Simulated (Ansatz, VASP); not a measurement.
## AlN: VASP beside Ansatz

Contents of INCAR:

```
SYSTEM = AlN
  PREC = Accurate
  ENCUT = 520
  EDIFF = 1E-6
  ISMEAR = 0
  SIGMA = 0.01
  LREAL = .False.
  LASPH = .True.
  NELM = 100
  ALGO = Normal
  ISIF = 2
  LWAVE = .False.
  LCHARG = .False.
  GGA = PS
  NBANDS = 11
```

The input KPOINTS:

```
Automatic mesh
0
Gamma
  8 8 8
  0 0 0
```

POSCAR

```
AlN
1.0
    0.0000000000      2.1886778373      2.1996212265
    2.1886778373      0.0000000000      2.1996212265
    2.1886778373      2.1886778373      0.0000000000
Al N
1 1
Direct
    0.0000000000      0.0000000000      0.0000000000
    0.2500000000      0.2500000000      0.2500000000
```

Input for Ansatz:

```yaml
crystal:
  lattice:
    - [0.0, 2.1886778373, 2.19962122648]
    - [2.1886778373, 0.0, 2.19962122648]
    - [2.1886778373, 2.1886778373, 0.0]
  atoms:
    - { symbol: Al, position: [0.0, 0.0, 0.0] }
    - { symbol: "N", position: [0.25, 0.25, 0.25] }
kpoints:
  mp_grid: { grid: [8, 8, 8] }
scf:
  occupations: { method: fixed }
  convergence: { dr2_threshold: 1.0e-10 }
hamiltonian:
  xc: pbesol
  pseudopotentials: { kind: all_electron, lapw: { basis_error: 0.0005 } }
output:
  forces: true
  stress: true
  eigenstates:
    kpoints:
      - [0.0, 0.0, 0.0]
      - [0.0, -0.5, -0.5]
      - [-0.5, 0.0, -0.5]
      - [-0.5, -0.5, 0.0]
      - [0.0, 0.5, 0.0]
      - [0.5, 0.0, 0.0]
      - [0.0, 0.0, 0.5]
      - [0.5, 0.5, 0.5]
  eigenvalues: true
```

Change from the starting cell: z stretched by +0.5 %, x and y held.

Alike in both runs: task single point; functional PBEsol; k mesh 8 × 8 × 8; no spin polarisation.

|  | VASP | Ansatz |
| --- | --- | --- |
| version | VASP 6.6.1 | Ansatz 0.2.0 |
| potentials or method | VASP PAW PBE potentials, release 64 (Al, N), cutoff 520 eV | all-electron LAPW, scalar-relativistic |
| occupations | gaussian, width 0.01 eV | fixed |

|  | VASP | Ansatz | Ansatz less VASP |
| --- | --- | --- | --- |
| gap on the k mesh at the Fermi level (eV) | 3.17 | 3.17 | +0.004 |
| pressure (GPa) | -1.0 | -1.1 | -0.10 |
| traceless stress, the component that is largest in VASP (GPa) | -0.44 | -0.44 | -0.001 |

VASP's potentials were made for PBE, not for PBEsol. Ansatz ran all-electron here, and VASP with PAW potentials.
